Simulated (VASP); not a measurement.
The system is LiH.

```xyz
2
Lattice="0.0000 2.0030 2.0030 2.0030 0.0000 2.0030 2.0030 2.0030 0.0000" Properties=species:S:1:pos:R:3 pbc="T T T"
Li    0.0000    0.0000    0.0000
H     2.0030    2.0030    2.0030
```

Base run:

| Item | Value |
| --- | --- |
| Program | VASP 6.6.1 |
| Functional | HSE06 |
| Potentials or basis | VASP PAW PBE potentials, release 64 (Li_sv, H) |
| Cutoff | 520 eV |
| k mesh | 8 × 8 × 8 |
| Occupations | gaussian, width 0.01 eV |
| Spin | no spin polarisation |

Its results: band gap on the k mesh 3.97 eV.

Task: The run is repeated on the same cell with these changes: functional from HSE06 to PBE0; further incar settings from ALGO = Normal; EDIFF = 1e-06; NBANDS = 9 to ALGO = Normal; EDIFF = 1e-07; NBANDS = 9. What comes out?

Result: Band gap on the k mesh 4.67 eV.

A k mesh can miss the band edges.
